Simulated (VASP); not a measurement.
MgO (Periclase):

```xyz
2
Lattice="0.0000 2.0446 2.0446 2.0446 0.0000 2.0446 2.0446 2.0446 0.0000" Properties=species:S:1:pos:R:3 pbc="T T T"
Mg    0.0000    0.0000    0.0000
O     2.0446    2.0446    2.0446
```

This cell differs from its parent crystal: volume scaled by 0.920.

Base run:

```yaml
Program: VASP 6.6.1
Functional: r2SCAN
Potentials_or_basis: VASP PAW PBE potentials, release 64 (Mg, O)
Cutoff: 520 eV
k_mesh: 8 × 8 × 8
Occupations: gaussian, width 0.05 eV
Spin: no spin polarisation
```

Its results: band gap on the k mesh 6.55 eV, direct; pressure 15.3 GPa.

Q: The run is repeated on the same cell with these changes: potentials or basis from VASP PAW PBE potentials, release 64 (Mg, O) to VASP PAW PBE potentials, release 64 (Mg_sv, O); cutoff from 520 eV to 660 eV; further incar settings from ALGO = Normal; EDIFF = 1e-06; NBANDS = 11 to ALGO = Normal; EDIFF = 1e-06; NBANDS = 15; valence electrons from 8 to 16. What comes out?

A: Band gap on the k mesh 6.60 eV, direct; pressure 16.6 GPa.

Caveats: the PAW data sets were made with another functional, which shifts forces and pressure a little.

